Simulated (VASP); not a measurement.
Write the native input for VASP 6.6.1 that does the following.

```
Task                   : single point
Functional             : PBEsol
Potentials or basis    : VASP PAW PBE potentials, release 64 (Li_sv, H)
Cutoff                 : 520 eV
k mesh                 : 9 × 9 × 2
Occupations            : gaussian, width 0.05 eV
Spin                   : no spin polarisation
Dipole correction      : no
Further INCAR settings : ALGO = Normal; EDIFF = 1e-06; NBANDS = 24
```

The structure of LiH lies in POSCAR:

```
LiH
1.0
    1.9895719486     -1.9895719486      0.0000000000
    1.9895719486      0.0000000000     -1.9895719486
    7.9582877942      7.9582877942      7.9582877942
Li H
6 6
Direct
    1.0000000000      0.0000000000      0.5000000000
    0.3333333333      0.3333333333      0.3333333333
    0.6666666667      0.6666666667      0.6666666667
    1.0000000000      1.0000000000      0.0000000000
    0.3333333333      0.3333333333      0.8333333333
    0.6666666667      0.6666666667      0.1666666667
    0.6666666667      0.6666666667      0.4166666667
    0.0000000000      0.0000000000      0.2500000000
    0.3333333333      0.3333333333      0.5833333333
    0.6666666667      0.6666666667      0.9166666667
    1.0000000000      1.0000000000      0.7500000000
    0.3333333333      0.3333333333      0.0833333333
```

One way to write it, as run:

INCAR

```
SYSTEM = LiH
PREC = Accurate
ENCUT = 520
EDIFF = 1E-6
ISMEAR = 0
SIGMA = 0.05
LREAL = .False.
LASPH = .True.
NELM = 100
ALGO = Normal
ISIF = 2
LWAVE = .False.
LCHARG = .True.
GGA = PS
LELF = .True.
LVHAR = .True.
NBANDS = 24
```

KPOINTS

```
regular mesh
0
Gamma
  9 9 2
  0 0 0
```

Potentials or basis: VASP PAW PBE potentials, release 64 (Li_sv, H).

Launch:

```console
$ cat potpaw_PBE.64/Li_sv/POTCAR potpaw_PBE.64/H/POTCAR > POTCAR
$ mpirun -np 1 vasp_std > vasp.out
```

Results of the run:

```yaml
Band_gap_on_the_k_mesh: 3.03 eV
```

Wall time 36 s on 1 thread of Intel(R) Xeon(R) Platinum 8559C (Emerald Rapids), with other jobs on the host, peak memory 0.23 GiB.
